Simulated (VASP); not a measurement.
Runs of VASP 6.6.1 on Ta. The structure is that of space group P6_3/mmc (No. 194), or close to it. The cells are those of the table. 

```csv
cell,gap on the mesh (eV),pressure (GPa)
"a = 2.900, b = 2.900, c = 5.183 Å, angles 90.0, 90.0, 120.0°, 2 atoms",none,(b)
"a = 2.900, b = 2.900, c = 5.132 Å, angles 90.0, 90.0, 120.0°, 2 atoms",none,(a)
"a = 2.900, b = 2.900, c = 5.201 Å, angles 90.0, 90.0, 120.0°, 2 atoms",none,-7.9
"a = 2.900, b = 2.900, c = 5.218 Å, angles 90.0, 90.0, 120.0°, 2 atoms",none,-8.5
"a = 2.900, b = 2.900, c = 5.115 Å, angles 90.0, 90.0, 120.0°, 2 atoms",none,-5.2
"a = 2.900, b = 2.900, c = 5.149 Å, angles 90.0, 90.0, 120.0°, 2 atoms",none,-6.3
"a = 2.900, b = 2.900, c = 5.166 Å, angles 90.0, 90.0, 120.0°, 2 atoms",none,-6.9
```

Alike in all rows: task single point; level PBEsol; potentials or basis VASP PAW PBE potentials, release 64 (Ta_pv); no spin polarisation; k mesh 14 × 14 × 7; cutoff (eV) 520; smearing gaussian 0.1 eV.

Q: Fill in the values left out.

A: (a) -5.8; (b) -7.4.

Caveats: the PAW data sets were made with another functional, which shifts forces and pressure a little; spin-orbit coupling is left out, which moves the levels of the heavy elements.

A k mesh can miss the band edges, and the runs leave out spin-orbit coupling on Ta.

A gap of «none» marks levels without a gap at the run's occupations.
